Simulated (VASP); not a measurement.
# S: relaxation of cell and atoms with PBE

The system is S.

```
CELL_PARAMETERS angstrom
0.00000 2.04083 2.04083
2.04083 0.00000 2.04083
2.04083 2.04083 0.00000
ATOMIC_POSITIONS crystal
S 0.00000 0.00000 0.00000
```

```
Program                : VASP 6.6.1
Task                   : relaxation of cell and atoms
Functional             : PBE
Potentials or basis    : VASP PAW PBE potentials, release 64 (S)
Cutoff                 : 600 eV
k mesh                 : 17 × 17 × 17
Occupations            : fermi-dirac, width 0.05 eV
Spin                   : no spin polarisation
Dipole correction      : no
Further INCAR settings : ALGO = Normal; EDIFF = 1e-06; IBRION = 2; EDIFFG = -0.005; NSW = 60; ISIF = 3
```

```
Relaxed volume                         : 15.85 Å³/atom
Relaxed cell                           : a = 2.819 Å, b = 2.819 Å, c = 2.819 Å, α = 60.00°, β = 60.00°, γ = 60.00°
Space group after relaxing (to 0.05 Å) : Fm-3m (No. 225)
Energy gained by relaxing              : 18.0 meV/atom
Ionic steps                            : 3
Pressure after relaxing                : 0.0 GPa
Band gap on the k mesh                 : zero (band 3 reaches 10.62 eV, above the bottom of band 4 at 5.08 eV)
```

The path:
```csv
step,energy change (eV),largest force (eV/Å),pressure (GPa),volume (Å³)
1,0.0000,0.0000,-4.71,17.00
2,-0.0179,0.0000,0.24,15.80
3,-0.0180,0.0000,0.00,15.85
```

Final structure:
```yaml
crystal:
  lattice:
    - [0.00000, 1.99366, 1.99366]
    - [1.99366, 0.00000, 1.99366]
    - [1.99366, 1.99366, 0.00000]
  atoms:
    - { symbol: S, position: [0.00000, 0.00000, 0.00000] }
```

Levels at points of the mesh, in eV from the Fermi level:
| k point | band 1 | band 2 | band 3 | band 4 | band 5 | band 6 | band 7 |
| --- | --- | --- | --- | --- | --- | --- | --- |
| (0.00, 0.00, 0.00) | -16.68 | 3.21 | 3.21 | 3.21 | 12.14 | 12.14 | 12.14 |

It took 9.6 s on 1 thread of Intel(R) Xeon(R) 6975P-C (Granite Rapids), on a shared host, peak memory 0.14 GiB.
